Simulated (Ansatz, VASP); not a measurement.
## One calculation of Zr, two programs

Contents of INCAR:

```
PREC = Accurate
ENCUT = 520
EDIFF = 1E-6
ISMEAR = 0
SIGMA = 0.15
LREAL = False
LASPH = True
NELM = 100
ALGO = Fast
ISIF = 2
LWAVE = False
LCHARG = True
GGA = PE
LELF = True
LVHAR = True
NBANDS = 19
```

File KPOINTS:

```
Automatic mesh
0
Gamma
  18 18 10
```

File POSCAR:

```
Zr
1.0
    3.1350382758      0.0000000000      0.0000000000
   -1.5675191379      2.7150227887      0.0000000000
    0.0000000000      0.0000000000      5.3014100000
Zr
2
Direct
    0.3333333333      0.6666666667      0.2500000000
    0.6666666667      0.3333333333      0.7500000000
```

Input for Ansatz:

```yaml
crystal:
  lattice:
    - [3.1350382758, 0.0, 0.0]
    - [-1.5675191379, 2.7150227887, 0.0]
    - [0.0, 0.0, 5.30141]
  atoms:
    - { symbol: Zr, position: [0.3333333333, 0.6666666667, 0.25] }
    - { symbol: Zr, position: [0.6666666667, 0.3333333333, 0.75] }
basis:
  ecutwfc: 420
kpoints:
  mp_grid: { grid: [18, 18, 10] }
hamiltonian:
  xc: pbe
scf:
  occupations: { method: gaussian, width: 0.15 }
output:
  forces: true
  stress: true
  eigenvalues: true
```

Change from the starting cell: strain -0.030 along x and y, +0.030 along z, atoms carried along.

Alike in both runs: task single point; functional PBE; k mesh 18 × 18 × 10; occupations gaussian, width 0.15 eV; no spin polarisation.

|  | VASP | Ansatz |
| --- | --- | --- |
| version | VASP 6.6.1 | Ansatz 0.2.0 |
| potentials or method | VASP PAW PBE potentials, release 64 (Zr_sv), cutoff 520 eV | scalar-relativistic, plane waves, PAW |
| valence electrons in the cell | 24 | 24 |

Ansatz gave:

- gap on the k mesh at the Fermi level (eV): none
- pressure (GPa): 3.3
- traceless stress, the component that is largest in VASP (GPa): -2.83

Problem. What did VASP give for the same quantities?

Solution. gap on the k mesh at the Fermi level (eV): none; pressure (GPa): 3.3; traceless stress, the component that is largest in VASP (GPa): -2.85.

A gap of «none» marks a metal or a gap that the smearing closes. The functional is the same, so the differences come from potentials, cutoffs and numerics.
